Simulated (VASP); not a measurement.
Wanted: the native input for a VASP 6.6.1 run.

```yaml
Task: electric field gradients
Functional: LDA
Potentials_or_basis: VASP PAW LDA potentials, release 64 (La, P)
Cutoff: 520 eV
k_mesh: 10 × 10 × 10
Occupations: fermi-dirac, width 0.03 eV
Spin: no spin polarisation
Dipole_correction: no
Further_INCAR_settings: ALGO = Normal; EDIFF = 1e-08; NBANDS = 15
```

The structure of LaP lies in POSCAR:

```
LaP
1.0
    0.0000000000      3.0225083792      3.0225083792
    3.0225083792      0.0000000000      3.0225083792
    3.0225083792      3.0225083792      0.0000000000
La P
1 1
Direct
    0.0000000000      0.0000000000      0.0000000000
    0.5000000000      0.5000000000      0.5000000000
```

This cell differs from its parent crystal: volume scaled by 1.01.

One way to write it, as run:

INCAR

```
ALGO = Normal
EDIFF = 1E-8
ENCUT = 520
ISIF = 2
ISMEAR = -1
LASPH = True
LCHARG = False
LEFG = True
LREAL = False
LWAVE = False
NBANDS = 15
NELM = 60
PREC = Accurate
SIGMA = 0.03
```

KPOINTS

```
k-points
0
Gamma
  10 10 10
```

Potentials or basis: VASP PAW LDA potentials, release 64 (La, P).

Command:

```sh
$ cat potpaw_LDA.64/La/POTCAR potpaw_LDA.64/P/POTCAR > POTCAR
$ mpirun -np 1 vasp_std > vasp.out
```

Results of the run:

```yaml
Pressure: -3.9 GPa
Band_gap_on_the_k_mesh: zero (band 8 reaches 6.29 eV, above the bottom of band 9 at 6.09 eV)
```

Caveat: without QUAD_EFG the Cq values of the log hold for a quadrupole moment of 1 mb, not for the nuclei; spin-orbit coupling is left out, which moves the levels of the heavy elements.

It took 22 s on 1 thread of AMD EPYC 9R45 96-Core Processor (Zen 5), on a shared host, peak memory 0.16 GiB.
